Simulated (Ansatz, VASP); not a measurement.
# CuO in VASP and in Ansatz

File INCAR:

```
SYSTEM = CuO
PREC     = Accurate       ! precision mode
ENCUT    = 520            ! plane-wave cutoff, eV
EDIFF    = 1E-8           ! SCF threshold, eV
ISMEAR   = -1             ! smearing method
SIGMA    = 0.05           ! smearing width, eV
LREAL    = .FALSE.        ! projectors in reciprocal space
LASPH    = .TRUE.         ! aspherical terms in the spheres
NELM     = 100            ! most SCF steps
ALGO     = Normal         ! electronic algorithm
ISIF     = 2              ! what is computed and relaxed
LWAVE    = .FALSE.        ! write WAVECAR
LCHARG   = .FALSE.        ! write CHGCAR
GGA      = PE             ! functional
LEFG     = .TRUE.       
NBANDS   = 16             ! bands
```

The input KPOINTS:

```
Automatic mesh
0
G
  16 16 16
  0 0 0
```

Contents of POSCAR:

```
CuO
1.0
    0.0000000000      2.2841972845      2.2841972845
    2.2841972845      0.0000000000      2.2841972845
    2.2841972845      2.2841972845      0.0000000000
Cu O
1 1
Direct
    0.0000000000      0.0000000000      0.0000000000
    0.2500000000      0.2500000000      0.2500000000
```

Input for Ansatz:

```yaml
crystal:
  lattice:
    - [0.0, 2.2841972845, 2.2841972845]
    - [2.2841972845, 0.0, 2.2841972845]
    - [2.2841972845, 2.2841972845, 0.0]
  atoms:
    - { symbol: Cu, position: [0.0, 0.0, 0.0] }
    - { symbol: O, position: [0.25, 0.25, 0.25] }
kpoints:
  mp_grid: { grid: [16, 16, 16] }
scf:
  occupations: { method: fermi_dirac, width: 0.05 }
hamiltonian:
  xc: pbe
  pseudopotentials: { kind: paw }
output:
  forces: true
  stress: true
  eigenvalues: true
  efg: { contact_densities: true }
```

Change from the starting cell: volume scaled by 1.03, PAW files.

Alike in both runs: task electric field gradients; functional PBE; k mesh 16 × 16 × 16; occupations fermi-dirac, width 0.05 eV; no spin polarisation.

```csv
,VASP,Ansatz
version,VASP 6.6.1,Ansatz 0.2.0
potentials or method,"VASP PAW PBE potentials, release 64 (Cu, O)","PAW with Ansatz's default frozen-core files, scalar-relativistic"
plane-wave cutoff (eV),520,420
valence electrons in the cell,17,25
```

```tsv
	VASP	Ansatz	Ansatz less VASP
pressure (GPa)	-3.2	-3.8	-0.58
```

With one functional, cell and mesh, what is left measures potentials, basis and numerics. VASP's potentials hold 17 valence electrons a cell and Ansatz's 25, so a difference there can come from the potentials and not from the codes.
